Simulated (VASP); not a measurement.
# Pt (Im-3m) in VASP: further runs

Pt is run at these levels: PBE; tasks: single point, relaxation of cell and atoms.

Everything below comes from runs of VASP 6.6.1. Logs are shortened: lines on timing, memory, paths and dates and some standing lists are left out, and cuts for length are marked.

### Step 1. The cell of the first run

The structure is cubic, space group Im-3m (No. 229). Conventional cell: a = 3.164 Å, b = 3.164 Å, c = 3.164 Å, α = 90.00°, β = 90.00°, γ = 90.00°. Within 3.6 Å of Pt (site symmetry m-3m) lie 14 Pt at 2.74 to 3.16 Å.

This isn't the form of Pt at room conditions, which is fcc.

### Step 2. Single point, PBE

Contents of INCAR:

```
SYSTEM = Pt
  PREC = Accurate
  ENCUT = 500
  EDIFF = 1E-6
  ISMEAR = 0
  SIGMA = 0.05
  LREAL = .False.
  LASPH = .True.
  NELM = 120
  ALGO = Normal
  ISIF = 2
  LWAVE = .False.
  LCHARG = .True.
  GGA = PE
  LELF = .True.
  LVHAR = .True.
  NBANDS = 11
  GGA_COMPAT = .False.
```

Contents of KPOINTS:

```
Automatic mesh
0
Gamma
  10 10 10
  0 0 0
```

Contents of POSCAR:

```
Pt
1.0
    1.5817545139      1.5817545139      1.5817545139
   -1.5817545139      1.5817545139      1.5817545139
   -1.5817545139     -1.5817545139      1.5817545139
Pt
1
Direct
    0.0000000000      0.0000000000      0.0000000000
```

Potentials or basis: VASP PAW PBE potentials, release 64 (Pt).

Command:

```console
$ cat potpaw_PBE.64/Pt/POTCAR > POTCAR
$ mpirun -np 1 vasp_std > vasp.out
```

OUTCAR:

```text
SYSTEM = Pt
   PREC = Accurate
   ENCUT = 500
   EDIFF = 1E-6
   ISMEAR = 0
   LREAL = .False.
   LASPH = .True.
   NELM = 120
   ISIF = 2
   GGA = PE

 ion  position               nearest neighbor table
   1  0.000  0.000  0.000-

  LATTYP: Found a body centered cubic cell.
 ALAT       =     3.1635090278

  Lattice vectors:

 A1 = (   1.5817545139,  -1.5817545139,  -1.5817545139)
 A2 = (   1.5817545139,   1.5817545139,   1.5817545139)
 A3 = (  -1.5817545139,  -1.5817545139,   1.5817545139)

Analysis of symmetry for initial positions (statically):
=====================================================================
 Subroutine PRICEL returns:
 Original cell was already a primitive cell.

 Routine SETGRP: Setting up the symmetry group for a
 body centered cubic supercell.

 Subroutine GETGRP returns: Found 48 space group operations
 (whereof 48 operations were pure point group operations)
 out of a pool of 48 trial point group operations.

The static configuration has the point symmetry O_h .

Analysis of symmetry for dynamics (positions and initial velocities):
=====================================================================
 Subroutine PRICEL returns:
 Original cell was already a primitive cell.

 Routine SETGRP: Setting up the symmetry group for a
 body centered cubic supercell.

 Subroutine GETGRP returns: Found 48 space group operations
 (whereof 48 operations were pure point group operations)
 out of a pool of 48 trial point group operations.

The dynamic configuration has the point symmetry O_h .

 Subroutine INISYM returns: Found 48 space group operations
 (whereof 48 operations are pure point group operations),
 and found     1 'primitive' translations

----------------------------------------------------------------------------------------

                                     Primitive cell

  volume of cell :      15.8299

  direct lattice vectors                    reciprocal lattice vectors
     1.581754514  1.581754514  1.581754514     0.316104677  0.000000000  0.316104677
    -1.581754514  1.581754514  1.581754514    -0.316104677  0.316104677  0.000000000
    -1.581754514 -1.581754514  1.581754514     0.000000000 -0.316104677  0.316104677

  length of vectors
     2.739679183  2.739679183  2.739679183     0.447039522  0.447039522  0.447039522

  position of ions in fractional coordinates (direct lattice)
     0.000000000  0.000000000  0.000000000

  ion indices of the primitive-cell ions
   primitive index   ion index
                 1           1

----------------------------------------------------------------------------------------

 KPOINTS: Automatic mesh

Automatic generation of k-mesh.
 Grid dimensions read from file:
 generate k-points for:   10   10   10

 Generating k-lattice:

  Cartesian coordinates                     Fractional coordinates (reciprocal lattice)
     0.031610468  0.000000000  0.031610468     0.100000000  0.000000000  0.000000000
    -0.031610468  0.031610468  0.000000000     0.000000000  0.100000000  0.000000000
     0.000000000 -0.031610468  0.031610468     0.000000000  0.000000000  0.100000000

  Length of vectors
     0.044703952  0.044703952  0.044703952

  Shift w.r.t. Gamma in fractional coordinates (k-lattice)
     0.000000000  0.000000000  0.000000000

 Subroutine IBZKPT returns following result:
 ===========================================

 Found     47 irreducible k-points:

 Following reciprocal coordinates:
            Coordinates               Weight
  0.000000  0.000000  0.000000      1.000000
  0.100000  0.000000  0.000000     12.000000
  0.200000  0.000000  0.000000     12.000000
  0.300000  0.000000  0.000000     12.000000
  0.400000  0.000000  0.000000     12.000000
  0.500000  0.000000  0.000000      6.000000
[... 16 lines left out ...]
  0.100000  0.300000  0.100000      8.000000
  0.500000  0.300000  0.100000     24.000000
 [... further k-points ...]
   k-points           NKPTS =     47   k-points in BZ     NKDIM =     47   number of bands    NBANDS=     11
   number of dos      NEDOS =    301   number of ions     NIONS =      1
   total plane-waves  NPLWV =   8000
   dimension x,y,z NGX =    20 NGY =   20 NGZ =   20
   dimension x,y,z NGXF=    40 NGYF=   40 NGZF=   40
   ions per type =               1
   NGX,Y,Z   is equivalent  to a cutoff of  12.14, 12.14, 12.14 a.u.
   NGXF,Y,Z  is equivalent  to a cutoff of  24.27, 24.27, 24.27 a.u.
 SYSTEM =  Pt
   PREC   = accura    normal or accurate (medium, high low for compatibility)
   ISTART =      0    job   : 0-new  1-cont  2-samecut
   ICHARG =      2    charge: 1-file 2-atom 10-const
   ISPIN  =      1    spin polarized calculation?
   LNONCOLLINEAR =      F non collinear calculations
   LSORBIT =      F    spin-orbit coupling
   LASPH  =      T    aspherical Exc in radial PAW
   ENCUT  =  500.0 eV  36.75 Ry    6.06 a.u.   5.00  5.00  5.00*2*pi/ulx,y,z
   NELM   =    120;   NELMIN=  2; NELMDL= -5     # of ELM steps
   EDIFF  = 0.1E-05   stopping-criterion for ELM
   LREAL  =      F    real-space projection
   EDIFFG = 0.1E-04   stopping-criterion for IOM
   NSW    =      0    number of steps for IOM
   IBRION =     -1    ionic relax: 0-MD 1-quasi-New 2-CG
   NFREE  =      0    steps in history (QN), initial steepest desc. (CG)
   ISIF   =      2    stress and relaxation
   ISYM   =      2    0-nonsym 1-usesym 2-fastsym
   POTIM  = 0.5000    time-step for ionic-motion
   TEBEG  =    0.0;   TEEND  =   0.0 temperature during run
   PSTRESS=    0.0 pullay stress
   NELECT =      10.0000    total number of electrons
   NUPDOWN=      -1.0000    fix difference up-down
   EMIN   =  10.00;   EMAX   =-10.00  energy-range for DOS
   EFERMI =   0.00;   METHOD = LEGACY
   ISMEAR =     0;   SIGMA  =   0.05  broadening in eV -4-tet -1-fermi 0-gaus
   EFERMI_NEDOS =   21; number of points for ismear=-14 and -15
   IALGO  =     38    algorithm
   IMIX   =      4    mixing-type and parameters
     AMIX     =   0.40;   BMIX     =  1.00
     AMIX_MAG =   1.60;   BMIX_MAG =  1.00
  volume/ion in A,a.u.               =      15.83       106.83
  Fermi-wavevector in a.u.,A,eV,Ry     =   1.404696  2.654491 26.846628  1.973172
  Thomas-Fermi vector in A             =   2.527232
   LORBIT       =      0    0 simple, 1 ext, 2 COOP (PROOUT), +10 PAW based schemes
   GGA     = PE    functional components
   LHFCALC =     F    Hartree Fock is set to
   AEXX    =    0.0000 exact exchange contribution
   IVDW    =     0    specifies the selected vdW correction
   LEPSILON=     F    determine dielectric tensor
   LRPA    =     F    only Hartree local field effects (RPA)
 non-spin polarized calculation
 Gauss-broadening in eV      SIGMA  =   0.05
  energy-cutoff  :      500.00
  volume of cell :       15.83
 maximum number of plane-waves:       418
   NGX =  9   NGY =  9   NGZ =  9

 number of electron      10.0000000 magnetization

 number of electron       9.9999999 magnetization

 Free energy of the ion-electron system (eV)
  ---------------------------------------------------
  ext. energy  EPLUGINS =         0.00000000
  ---------------------------------------------------
  free energy    TOTEN  =        -6.00779512 eV

  energy without entropy =       -6.00725929  energy(sigma->0) =       -6.00752721

 E-fermi :  10.3217     XC(G=0): -13.1917

 val. band max:       10.2727820771   @ k =   0.3000   0.2000   0.2000
 cond. band min:      10.3714400313   @ k =   0.4000   0.2000   0.2000
 fundamental gap:      0.0986579542
 Fermi energy:        10.3217434360

 k-point     1 :       0.0000    0.0000    0.0000
  band No.  band energies     occupation
      1       0.6896      2.00000
      2       6.6970      2.00000
      3       6.6970      2.00000
      4       6.6970      2.00000
      5       9.1766      2.00000
      6       9.1766      2.00000
      7      27.2656      0.00000
      8      27.2656      0.00000
      9      27.2656      0.00000
     10      37.2809      0.00000
     11      37.2814      0.00000

 k-point     2 :       0.1000    0.0000    0.0000
  band No.  band energies     occupation
      1       1.0909      2.00000
      2       6.5426      2.00000
      3       6.6932      2.00000
      4       7.0187      2.00000
      5       8.9913      2.00000
      6       9.1880      2.00000
      7      27.4104      0.00000
      8      27.5033      0.00000
      9      27.8550      0.00000
     10      34.0487      0.00000
     11      34.4348      0.00000

 k-point     3 :       0.2000    0.0000    0.0000
  band No.  band energies     occupation
      1       2.1635      2.00000
      2       6.1606      2.00000
      3       6.6636      2.00000
      4       7.9340      2.00000
      5       8.7517      2.00000
      6       9.2355      2.00000
      7      26.3792      0.00000
      8      26.9643      0.00000
      9      29.4916      0.00000
     10      32.4555      0.00000
     11      32.8412      0.00000

 k-point     4 :       0.3000    0.0000    0.0000
  band No.  band energies     occupation
      1       3.2951      2.00000
      2       5.7260      2.00000
      3       7.0718      2.00000
      4       8.8283      2.00000
      5       9.2637      2.00000
      6       9.3317      2.00000
      7      22.5976      0.00000
      8      25.3560      0.00000
      9      29.9671      0.00000
     10      31.8035      0.00000
     11      33.1926      0.00000
[... 239 lines left out ...]
 k-point    22 :       0.5000    0.2000    0.1000
  band No.  band energies     occupation
      1       4.4512      2.00000
      2       5.9357      2.00000
      3       6.9807      2.00000
      4       8.4829      2.00000
      5      10.4373      0.00108
      6      13.2425      0.00000
      7      17.2277      0.00000
      8      22.9262      0.00000
      9      26.3251      0.00000
     10      31.8102      0.00000
     11      34.3589      0.00000

 k-point    23 :       0.1000    0.3000    0.1000
  band No.  band energies     occupation
      1       2.8360      2.00000
      2       6.0533      2.00000
      3       6.0533      2.00000
      4       9.0040      2.00000
      5       9.0477      2.00000
      6       9.0477      2.00000
      7      26.4222      0.00000
      8      26.4222      0.00000
      9      27.3054      0.00000
     10      29.0238      0.00000
     11      36.0402      0.00000

 k-point    24 :       0.5000    0.3000    0.1000
  band No.  band energies     occupation
      1       5.0169      2.00000
      2       5.7086      2.00000
      3       6.6258      2.00000
      4       8.6814      2.00000
      5       9.7800      2.00000
      6      13.4702      0.00000
      7      18.5956      0.00000
      8      21.3371      0.00000
      9      28.1451      0.00000
     10      30.1500      0.00000
     11      33.7185      0.00000

 [... further k-points ...]

------------------------ aborting loop because EDIFF is reached ----------------------------------------

  FORCE on cell =-STRESS in cart. coord.  units (eV):
  Direction    XX          YY          ZZ          XY          YZ          ZX
  --------------------------------------------------------------------------------------
  -------------------------------------------------------------------------------------
  Total       -0.0422322     -0.0422322     -0.0422322      0.0000000     -0.0000000      0.0000000
  in kB       -4.2744149     -4.2744149     -4.2744149      0.0000000     -0.0000000      0.0000000
  external PRESSURE =      -4.2744149 kB  Pullay stress =       0.0000000 kB

 VOLUME and BASIS-vectors are now :
 -----------------------------------------------------------------------------
  energy-cutoff  :      500.00
  volume of cell :       15.83
      direct lattice vectors                 reciprocal lattice vectors
     1.581754514  1.581754514  1.581754514     0.316104677  0.000000000  0.316104677
    -1.581754514  1.581754514  1.581754514    -0.316104677  0.316104677  0.000000000
    -1.581754514 -1.581754514  1.581754514     0.000000000 -0.316104677  0.316104677

 POSITION                                       TOTAL-FORCE (eV/Angst)
 -----------------------------------------------------------------------------------
      0.00000      0.00000      0.00000        -0.000000      0.000000     -0.000000
 -----------------------------------------------------------------------------------
    total drift:                               -0.000000      0.000000      0.000000

  FREE ENERGIE OF THE ION-ELECTRON SYSTEM (eV)
  ---------------------------------------------------
  free  energy   TOTEN  =        -6.0077951217 eV

  energy  without entropy=       -6.0072592943  energy(sigma->0) =       -6.00752721
```

Run time: 9.2 s. Hardware: 1 thread of Intel Xeon Platinum 8375C at 2.90GHz (Ice Lake), shared host; peak memory 0.12 GiB.

What came out:

- Free energy: -6.0078 eV
- Pressure: -0.4 GPa
- Band gap on the k mesh: zero (bands 5 and 6 overlap by 2.11 eV)

Levels at points of the mesh, in eV from the Fermi level:
```
           k point  band 3  band 4  band 5  band 6  band 7  band 8
(0.00, 0.00, 0.00)   -3.62   -3.62   -1.15   -1.15   16.94   16.94
(0.50, 0.00, 0.00)   -1.33   -0.83    0.12    0.89    6.12   13.11
(0.50, 0.50, 0.50)    0.37    0.37    0.37    7.51    7.51    7.51
```

Caveat: spin-orbit coupling is left out, which moves the levels of the heavy elements.

### Step 3. Relaxation of cell and atoms, PBE

This run uses another cell than the first one, of 15.04 Å³/atom.

Contents of INCAR:

```
ALGO     = Normal         # electronic algorithm
EDIFF    = 1E-7           # SCF threshold, eV
EDIFFG   = -0.01          # ionic threshold
ENCUT    = 500            # plane-wave cutoff, eV
GGA      = PE             # functional
GGA_COMPAT= F            
IBRION   = 2              # ionic algorithm
ISIF     = 3              # what is computed and relaxed
ISMEAR   = 0              # smearing method
LASPH    = T              # aspherical terms in the spheres
LCHARG   = F              # write CHGCAR
LREAL    = F              # projectors in reciprocal space
LWAVE    = F              # write WAVECAR
NELM     = 120            # most SCF steps
NELMIN   = 4            
NSW      = 80             # ionic steps
PREC     = Accurate       # precision mode
SIGMA    = 0.05           # smearing width, eV
```

Contents of KPOINTS:

```
k-points
0
Gamma
  10 10 10
```

Contents of POSCAR:

```
Pt
1.0
    1.5550000000      1.5550000000      1.5550000000
   -1.5550000000      1.5550000000      1.5550000000
   -1.5550000000     -1.5550000000      1.5550000000
Pt
1
Direct
    0.0000000000      0.0000000000      0.0000000000
```

Potentials or basis: VASP PAW PBE potentials, release 64 (Pt).

Command:

```console
$ cat potpaw_PBE.64/Pt/POTCAR > POTCAR
$ mpirun -np 1 vasp_std > vasp.out
```

It took 30 s on 1 thread of Intel Xeon Platinum 8375C at 2.90GHz (Ice Lake), shared host; peak memory 0.13 GiB.

Results (log left out):

```yaml
Free_energy: -6.0073 eV
Relaxed_volume: 15.81 Å³/atom
Relaxed_cell: a = 2.738 Å, b = 2.738 Å, c = 2.738 Å, α = 70.53°, β = 109.47°, γ = 70.53°
Space_group_after_relaxing_to_0.1_Å: Im-3m (No. 229)
Energy_gained_by_relaxing: 30.1 meV/atom
Ionic_steps: 4
Pressure_after_relaxing: 0.0 GPa
Band_gap_on_the_k_mesh: zero (bands 5 and 6 overlap by 2.11 eV)
```

Step by step:
| step | energy change (eV) | largest force (eV/Å) | pressure (GPa) | volume (Å³) |
| --- | --- | --- | --- | --- |
| 1 | 0.0000 | 0.0000 | 13.26 | 15.04 |
| 2 | 0.1309 | 0.0000 | -21.27 | 17.92 |
| 3 | -0.0301 | 0.0000 | -0.51 | 15.84 |
| 4 | -0.0301 | 0.0000 | -0.04 | 15.81 |

Final structure:
```cif
data_structure
_symmetry_space_group_name_H-M 'P 1'
_symmetry_Int_Tables_number 1
_cell_length_a 2.7383
_cell_length_b 2.7383
_cell_length_c 2.7383
_cell_angle_alpha 70.529
_cell_angle_beta 109.471
_cell_angle_gamma 70.529
_cell_volume 15.81
loop_
_atom_site_label
_atom_site_type_symbol
_atom_site_fract_x
_atom_site_fract_y
_atom_site_fract_z
_atom_site_occupancy
Pt1 Pt 0.00000 0.00000 0.00000 1
```

Levels at points of the mesh, in eV from the Fermi level:
| k point | band 2 | band 3 | band 4 | band 5 | band 6 | band 7 | band 8 | band 9 |
| --- | --- | --- | --- | --- | --- | --- | --- | --- |
| (0.00, 0.00, 0.00) | -3.63 | -3.63 | -3.63 | -1.15 | -1.15 | 16.94 | 16.94 | 16.94 |
| (0.50, 0.00, 0.00) | -5.05 | -1.33 | -0.83 | 0.11 | 0.89 | 6.14 | 13.11 | 15.69 |
| (0.50, 0.50, 0.50) | -6.22 | 0.37 | 0.37 | 0.37 | 7.51 | 7.51 | 7.51 | 12.62 |

Caveat: spin-orbit coupling is left out, which moves the levels of the heavy elements.
